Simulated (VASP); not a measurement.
# AlN (Fm-3m) in VASP: G0W0 quasiparticle levels with PBE

Aim: the G0W0 quasiparticle levels of AlN with PBE.

Everything below comes from runs of VASP 6.6.1. Logs are shortened: lines on timing, memory, paths and dates and some standing lists are left out, and cuts for length are marked.

**1. The cell of the first run**

It takes space group Fm-3m (No. 225, cubic). Conventional cell: a = 4.038 Å, b = 4.038 Å, c = 4.038 Å, α = 90.00°, β = 90.00°, γ = 90.00°. Al (site symmetry m-3m) has 6 N at 2.02 Å within 2.7 Å. N (site symmetry m-3m) has 6 Al at 2.02 Å within 2.7 Å.

**2. G0W0 quasiparticle levels, PBE**

POSCAR reads:

```
AlN
1.0
    0.0000000000      2.0188684521      2.0188684521
    2.0188684521      0.0000000000      2.0188684521
    2.0188684521      2.0188684521      0.0000000000
Al N
1 1
Direct
    0.0000000000      0.0000000000      0.0000000000
    0.5000000000      0.5000000000      0.5000000000
```

INCAR.step1 reads:

```
SYSTEM = AlN
ALGO = Normal
EDIFF = 1E-8
ENCUT = 500
GGA = PE
ISMEAR = 0
LASPH = .True.
LCHARG = .False.
LREAL = .False.
LWAVE = .True.
NELM = 60
PREC = Accurate
SIGMA = 0.01
```

INCAR.step2 reads:

```
SYSTEM = AlN
ALGO = Exact
EDIFF = 1E-8
ENCUT = 500
GGA = PE
ISMEAR = 0
ISTART = 1
LASPH = .True.
LCHARG = .False.
LOPTICS = .True.
LREAL = .False.
LWAVE = .True.
NBANDS = 72
NELM = 1
PREC = Accurate
SIGMA = 0.01
```

INCAR.step3 reads:

```
SYSTEM = AlN
ALGO = EVGW0
EDIFF = 1E-8
ENCUT = 500
ENCUTGW = 150.0
GGA = PE
ISMEAR = 0
ISTART = 1
LASPH = .True.
LCHARG = .False.
LREAL = .False.
LWAVE = .False.
NBANDS = 72
NBANDSGW = 12
NELMGW = 1
NOMEGA = 96
OMEGAMAX = 20
PREC = Accurate
PRECFOCK = Fast
SIGMA = 0.01
```

KPOINTS reads:

```
k-points
0
Gamma
  6 6 6
  0 0 0
```

Potentials or basis: VASP PAW PBE potentials, release 64 (Al_GW, N_GW).

Started as:

```
$ cat potpaw_PBE.64/Al_GW/POTCAR potpaw_PBE.64/N_GW/POTCAR > POTCAR
$ cp INCAR.step1 INCAR
$ mpirun -np 1 vasp_std > vasp.out
$ cp INCAR.step2 INCAR
$ mpirun -np 1 vasp_std > vasp.out
$ cp INCAR.step3 INCAR
$ mpirun -np 1 vasp_std > vasp.out
```

OUTCAR:

```text
SYSTEM = AlN
   EDIFF = 1E-8
   ENCUT = 500
   ENCUTGW = 150.0
   GGA = PE
   ISMEAR = 0
   ISTART = 1
   LASPH = .True.
   LREAL = .False.
   NELMGW = 1
   PREC = Accurate
   PRECFOCK = Fast

 ion  position               nearest neighbor table
   1  0.000  0.000  0.000-   2 2.02   2 2.02   2 2.02   2 2.02   2 2.02   2 2.02
   2  0.500  0.500  0.500-   1 2.02   1 2.02   1 2.02   1 2.02   1 2.02   1 2.02

  LATTYP: Found a face centered cubic cell.
 ALAT       =     4.0377369042

  Lattice vectors:

 A1 = (   0.0000000000,   2.0188684521,   2.0188684521)
 A2 = (   2.0188684521,   0.0000000000,   2.0188684521)
 A3 = (   2.0188684521,   2.0188684521,   0.0000000000)

Analysis of symmetry for initial positions (statically):
=====================================================================
 Subroutine PRICEL returns:
 Original cell was already a primitive cell.

 Routine SETGRP: Setting up the symmetry group for a
 face centered cubic supercell.

 Subroutine GETGRP returns: Found 48 space group operations
 (whereof 48 operations were pure point group operations)
 out of a pool of 48 trial point group operations.

The static configuration has the point symmetry O_h .

Analysis of symmetry for dynamics (positions and initial velocities):
=====================================================================
 Subroutine PRICEL returns:
 Original cell was already a primitive cell.

 Routine SETGRP: Setting up the symmetry group for a
 face centered cubic supercell.

 Subroutine GETGRP returns: Found 48 space group operations
 (whereof 48 operations were pure point group operations)
 out of a pool of 48 trial point group operations.

The dynamic configuration has the point symmetry O_h .

 Subroutine INISYM returns: Found 48 space group operations
 (whereof 48 operations are pure point group operations),
 and found     1 'primitive' translations

----------------------------------------------------------------------------------------

                                     Primitive cell

  volume of cell :      16.4571

  direct lattice vectors                    reciprocal lattice vectors
     0.000000000  2.018868452  2.018868452    -0.247663487  0.247663487  0.247663487
     2.018868452  0.000000000  2.018868452     0.247663487 -0.247663487  0.247663487
     2.018868452  2.018868452  0.000000000     0.247663487  0.247663487 -0.247663487

  length of vectors
     2.855111146  2.855111146  2.855111146     0.428965742  0.428965742  0.428965742

  position of ions in fractional coordinates (direct lattice)
     0.000000000  0.000000000  0.000000000
     0.500000000  0.500000000  0.500000000

  ion indices of the primitive-cell ions
   primitive index   ion index
                 1           1
                 2           2

----------------------------------------------------------------------------------------

 KPOINTS: k-points

Automatic generation of k-mesh.
 Grid dimensions read from file:
 generate k-points for:    6    6    6

 Generating k-lattice:

  Cartesian coordinates                     Fractional coordinates (reciprocal lattice)
    -0.041277248  0.041277248  0.041277248     0.166666667  0.000000000  0.000000000
     0.041277248 -0.041277248  0.041277248     0.000000000  0.166666667  0.000000000
     0.041277248  0.041277248 -0.041277248     0.000000000  0.000000000  0.166666667

  Length of vectors
     0.071494290  0.071494290  0.071494290

  Shift w.r.t. Gamma in fractional coordinates (k-lattice)
     0.000000000  0.000000000  0.000000000

 Subroutine IBZKPT returns following result:
 ===========================================

 Found     16 irreducible k-points:

 Following reciprocal coordinates:
            Coordinates               Weight
  0.000000  0.000000  0.000000      1.000000
  0.166667  0.000000  0.000000      8.000000
  0.333333  0.000000  0.000000      8.000000
  0.500000  0.000000  0.000000      4.000000
  0.166667  0.166667  0.000000      6.000000
  0.333333  0.166667  0.000000     24.000000
[... 8 lines left out ...]
 -0.333333  0.333333  0.166667     24.000000
 -0.333333  0.500000  0.166667     12.000000
   k-points           NKPTS =     16   k-points in BZ     NKDIM =    216   number of bands    NBANDS=     72
   number of dos      NEDOS =    301   number of ions     NIONS =      2
   total plane-waves  NPLWV =  13824
   dimension x,y,z NGX =    24 NGY =   24 NGZ =   24
   dimension x,y,z NGXF=    48 NGYF=   48 NGZF=   48
   ions per type =               1   1
   NGX,Y,Z   is equivalent  to a cutoff of  13.97, 13.97, 13.97 a.u.
   NGXF,Y,Z  is equivalent  to a cutoff of  27.95, 27.95, 27.95 a.u.
 SYSTEM =  AlN
   PREC   = accura    normal or accurate (medium, high low for compatibility)
   ISTART =      1    job   : 0-new  1-cont  2-samecut
   ICHARG =      0    charge: 1-file 2-atom 10-const
   ISPIN  =      1    spin polarized calculation?
   LNONCOLLINEAR =      F non collinear calculations
   LSORBIT =      F    spin-orbit coupling
   LASPH  =      T    aspherical Exc in radial PAW
   ENCUT  =  500.0 eV  36.75 Ry    6.06 a.u.   5.21  5.21  5.21*2*pi/ulx,y,z
   NELM   =     60;   NELMIN=  2; NELMDL=  0     # of ELM steps
   EDIFF  = 0.1E-07   stopping-criterion for ELM
   LREAL  =      F    real-space projection
   EDIFFG = 0.1E-06   stopping-criterion for IOM
   NSW    =      0    number of steps for IOM
   IBRION =     -1    ionic relax: 0-MD 1-quasi-New 2-CG
   NFREE  =      0    steps in history (QN), initial steepest desc. (CG)
   ISIF   =      0    stress and relaxation
   ISYM   =      3    0-nonsym 1-usesym 2-fastsym
   POTIM  = 0.5000    time-step for ionic-motion
   TEBEG  =    0.0;   TEEND  =   0.0 temperature during run
   PSTRESS=    0.0 pullay stress
   NELECT =       8.0000    total number of electrons
   NUPDOWN=      -1.0000    fix difference up-down
   EMIN   =  10.00;   EMAX   =-10.00  energy-range for DOS
   EFERMI =   0.00;   METHOD = LEGACY
   ISMEAR =     0;   SIGMA  =   0.01  broadening in eV -4-tet -1-fermi 0-gaus
   EFERMI_NEDOS =   21; number of points for ismear=-14 and -15
   IALGO  =     38    algorithm
   IMIX   =      4    mixing-type and parameters
     AMIX     =   0.40;   BMIX     =  1.00
     AMIX_MAG =   1.60;   BMIX_MAG =  1.00
  volume/ion in A,a.u.               =       8.23        55.53
  Fermi-wavevector in a.u.,A,eV,Ry     =   1.287222  2.432497 22.544046  1.656941
  Thomas-Fermi vector in A             =   2.419249
   LORBIT       =      0    0 simple, 1 ext, 2 COOP (PROOUT), +10 PAW based schemes
   GGA     = PE    functional components
   LHFCALC =     T    Hartree Fock is set to
   PRECFOCK=fast      Normal, Fast or Accurate (Low or Medium for compatibility)
   ENCUT4O =  -1.0   cutoff for four orbital integrals eV
   NKREDX  =     1    reduce k-point grid by
   NKREDY  =     1    reduce k-point grid by
   NKREDZ  =     1    reduce k-point grid by
   AEXX    =    1.0000 exact exchange contribution
   HFSCREEN=    0.0000 screening length (either q_TF or 0.3 A-1)
   HFSCREENC=   0.0000 screening length for correlation (either q_TF or 0.3 A-1)
   ENCUTFOCK=  -1.0 apply spherical cutoff to Coloumb kernel
   IVDW    =     0    specifies the selected vdW correction
   LEPSILON=     F    determine dielectric tensor
   LRPA    =     F    only Hartree local field effects (RPA)
   LRPAFORCE           =     F    calculate RPA forces
   ENCUTGW             = 150.0    cutoff for response function in eV
   ENCUTGWSOFT         = 120.0    soft cutoff for Coulomb kernel in GW response function in eV
   ENCUTLF             =  -1.0    cutoff for local field effects
   NELMGW              =     1    number of iterations in solving QP/BSE equation
   NELMHF              =     1    number of iterations in the inner HF iteration
   NKREDLFX            =     1    NKREDLFY  =   1   NKREDLFZ  =   1
 non-spin polarized calculation
 Gauss-broadening in eV      SIGMA  =   0.01
  energy-cutoff  :      500.00
  volume of cell :       16.46
 maximum number of plane-waves:       444
 NGX is ok and might be reduce to    24
  NGX = 14; NGY = 14; NGZ = 14
   NGX = 11   NGY = 11   NGZ = 11
 maximum number of plane-waves:        73
 NGX is ok and might be reduce to    14

 QP shifts <psi_nk| G(iteration)W_0 |psi_nk>: iteration 1
 for sc-GW calculations column KS-energies equals QP-energies in previous step
 and V_xc(KS)=  KS-energies - (<T + V_ion + V_H > + <T+V_H+V_ion>^1  + <V_x>^1)

 k-point   1 :       0.0000    0.0000    0.0000
  band No.  KS-energies  QP-energies   sigma(KS)   V_xc(KS)     V^pw_x(r,r')   Z            occupation Imag(sigma)

      1      -8.8691     -10.4179     -16.8235     -14.6658     -24.9251       0.7178       2.0000       1.2972
      2       8.7227       8.0171     -18.2987     -17.4146     -21.1082       0.7981       2.0000       0.0319
      3       8.7227       8.0171     -18.2987     -17.4146     -21.1082       0.7981       2.0000       0.0319
      4       8.7227       8.0171     -18.2987     -17.4146     -21.1082       0.7981       2.0000       0.0319
      5      14.4637      15.5156     -13.3884     -14.6820      -8.9847       0.8132       0.0000      -0.0474
      6      20.8945      21.7464      -9.7025     -10.7377      -4.5459       0.8230       0.0000      -0.0619
      7      20.8945      21.7464      -9.7025     -10.7377      -4.5459       0.8230       0.0000      -0.0619
      8      20.8945      21.7464      -9.7025     -10.7377      -4.5459       0.8230       0.0000      -0.0619
      9      26.0365      26.3057      -9.2552      -9.6091      -2.6711       0.7608       0.0000      -0.2622
     10      26.5236      27.6326     -10.2084     -11.5830      -4.5080       0.8068       0.0000      -0.1602
     11      26.5236      27.6326     -10.2084     -11.5830      -4.5080       0.8068       0.0000      -0.1602
     12      27.6588      28.5773     -10.0064     -11.2191      -2.8880       0.7575       0.0000      -0.3563

 k-point   2 :       0.1667    0.0000    0.0000
  band No.  KS-energies  QP-energies   sigma(KS)   V_xc(KS)     V^pw_x(r,r')   Z            occupation Imag(sigma)

      1      -8.3050      -9.8461     -16.8856     -14.8279     -24.9390       0.7489       2.0000       1.2732
      2       6.3257       5.3901     -17.1844     -16.0006     -20.3624       0.7904       2.0000       0.0405
      3       8.4120       7.6671     -18.1219     -17.1894     -20.9801       0.7989       2.0000       0.0321
      4       8.4120       7.6671     -18.1219     -17.1894     -20.9801       0.7989       2.0000       0.0321
      5      15.6178      16.6873     -13.1006     -14.4193      -8.5198       0.8111       0.0000      -0.0486
      6      19.4883      20.4429     -11.0036     -12.1791      -5.8373       0.8121       0.0000      -0.0624
      7      21.4366      22.3536      -9.9502     -11.0742      -4.6369       0.8158       0.0000      -0.0702
      8      21.4366      22.3536      -9.9502     -11.0742      -4.6369       0.8158       0.0000      -0.0702
      9      24.3111      25.3143      -9.8060     -11.0660      -3.9760       0.7963       0.0000      -0.1357
     10      24.3111      25.3143      -9.8060     -11.0660      -3.9760       0.7963       0.0000      -0.1357
     11      26.6270      27.4491      -9.7234     -10.7972      -2.8647       0.7656       0.0000      -0.3229
     12      30.8150      31.2436      -9.5069     -10.0465      -2.5278       0.7943       0.0000      -0.7019
[... 196 lines left out ...]
      1      -4.7917      -6.0604     -18.4417     -16.7503     -26.1257       0.7501       2.0000       0.8697
      2       1.9078       0.6668     -15.2152     -13.5767     -19.3386       0.7574       2.0000       0.0800
      3       3.9733       2.8123     -15.9891     -14.4956     -19.6272       0.7774       2.0000       0.0550
      4       6.0181       5.0300     -16.6508     -15.4012     -19.8066       0.7908       2.0000       0.0398
      5      16.9229      17.9973     -11.1622     -12.4735      -6.4274       0.8194       0.0000      -0.0510
      6      18.1090      19.1400     -11.8792     -13.1518      -6.8665       0.8102       0.0000      -0.0590
      7      20.3500      21.6153     -12.9519     -14.5590      -7.3569       0.7873       0.0000      -0.0761
      8      21.9058      23.0588     -11.1173     -12.5828      -5.3018       0.7868       0.0000      -0.0917
      9      26.8041      27.6698     -10.2842     -11.3866      -3.6726       0.7852       0.0000      -0.3175
     10      27.9595      28.9458     -10.7760     -12.0655      -3.7429       0.7649       0.0000      -0.3846
     11      33.5623      34.3943      -9.3077     -10.3616      -2.1076       0.7895       0.0000      -0.7717
     12      35.2169      36.4891     -11.3577     -12.9519      -3.9901       0.7981       0.0000      -0.9122

 k-point  16 :      -0.3333    0.5000    0.1667
  band No.  KS-energies  QP-energies   sigma(KS)   V_xc(KS)     V^pw_x(r,r')   Z            occupation Imag(sigma)

      1      -4.4834      -5.7446     -18.6683     -17.0052     -26.3247       0.7583       2.0000       0.8468
      2       2.0748       0.8146     -15.3669     -13.7031     -19.4923       0.7574       2.0000       0.0757
      3       4.1688       3.0117     -15.9234     -14.4419     -19.4630       0.7811       2.0000       0.0511
      4       5.0491       3.9991     -16.1216     -14.7866     -19.4082       0.7864       2.0000       0.0459
      5      15.7068      16.7631     -11.3981     -12.6825      -6.8899       0.8225       0.0000      -0.0470
      6      17.0451      17.9057     -11.1106     -12.1569      -6.3983       0.8225       0.0000      -0.0516
      7      21.4075      22.7287     -13.3495     -15.0557      -7.4128       0.7743       0.0000      -0.0891
      8      22.4297      23.5603     -11.0893     -12.5371      -5.0781       0.7809       0.0000      -0.1081
      9      26.7911      27.9387     -11.8128     -13.3259      -4.6715       0.7584       0.0000      -0.3253
     10      30.3664      31.2365     -10.1971     -11.3111      -3.1182       0.7810       0.0000      -0.5431
     11      33.6183      34.8444     -11.1019     -12.6291      -4.0974       0.8029       0.0000      -0.7439
     12      36.3329      37.6744     -11.6946     -13.3977      -3.9150       0.7877       0.0000      -1.0381
```

Run time: 2 min. Hardware: 1 thread of Intel Xeon Platinum 8559C (Emerald Rapids), shared host; peak memory 0.31 GiB.

What came out:

* Quasiparticle gap: 6.22 eV
* Least direct quasiparticle gap: 7.50 eV
* Band gap of the starting levels on the mesh: 4.65 eV
* Least direct gap of the starting levels on the mesh: 5.74 eV

Caveat: the k points lie up to 0.45 Å⁻¹ apart; bands, screening cutoff and mesh are small and nothing is extrapolated, so the quasiparticle values aren't converged; the structure was generated, so it needn't be the stable form of AlN.
